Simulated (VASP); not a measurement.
As, 2 atoms in the cell. It takes space group R-3m (No. 166, trigonal). The conventional cell has a = 3.759 Å, b = 3.759 Å, c = 9.984 Å, α = 90.00°, β = 90.00°, γ = 120.00°. As (site symmetry 3m) has 6 As at 2.52 to 2.99 Å within 3.3 Å. 

| Quantity | Value |
| --- | --- |
| Program | VASP 6.6.1 |
| Task | single point |
| Functional | LDA |
| Potentials or basis | VASP PAW LDA potentials, release 64 (As) |
| Cutoff | 520 eV |
| k mesh | 14 × 14 × 14 |
| Occupations | gaussian, width 0.05 eV |
| Spin | no spin polarisation |
| Dipole correction | no |
| Further INCAR settings | ALGO = Normal; EDIFF = 1e-07; NBANDS = 12 |

Potentials or basis: VASP PAW LDA potentials, release 64 (As).

Run with:

```console
$ cat potpaw_LDA.64/As/POTCAR > POTCAR
$ mpirun -np 1 vasp_std > vasp.out
```

Hardware: 1 thread of Intel(R) Xeon(R) 6975P-C (Granite Rapids), on a shared host.

Q: How long does it take, and how much memory?

A: It took 54 s on 1 thread of Intel(R) Xeon(R) 6975P-C (Granite Rapids) (shared host), peak memory 0.23 GiB. Counts: scf iterations 11, k points 288.
